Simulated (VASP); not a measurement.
Runs of VASP 6.6.1 on Ni. The structure is that of space group Fm-3m (No. 225), or close to it. The cells are those of the table. 

| level | spin | cell | k mesh | gap on the mesh (eV) | pressure (GPa) | moment (μB) |
| --- | --- | --- | --- | --- | --- | --- |
| PBE | collinear, ferromagnetic start | a = 2.488 Å, angles 60.0°, 1 atom | 10 × 10 × 10 | none | 0.4 | 0.73 |
| r2SCAN | collinear, ferromagnetic start | a = 2.443 Å, angles 60.0°, 1 atom | 22 × 22 × 22 | none | 4.9 | (a) |
| r2SCAN | collinear, ferromagnetic start | a = 2.426 Å, angles 60.0°, 1 atom | 22 × 22 × 22 | none | 9.8 | 0.69 |
| r2SCAN | collinear, ferromagnetic start | a = 2.449 Å, angles 60.0°, 1 atom | 22 × 22 × 22 | none | (b) | 0.72 |
| r2SCAN | off | a = 2.460 Å, angles 60.0°, 1 atom | 22 × 22 × 22 | none | -2.3 | - |
| r2SCAN | collinear, ferromagnetic start | a = 2.460 Å, angles 60.0°, 1 atom | 22 × 22 × 22 | none | 0.4 | 0.73 |

Alike in all rows: task single point; potentials or basis VASP PAW PBE potentials, release 64 (Ni); cutoff (eV) 520; smearing gaussian 0.05 eV.

Task: Fill in the values left out.

Result: (a) 0.71; (b) 2.9.

Caveats: the PAW data sets were made with another functional, which shifts forces and pressure a little (some runs).

A gap of «none» marks levels without a gap at the run's occupations.
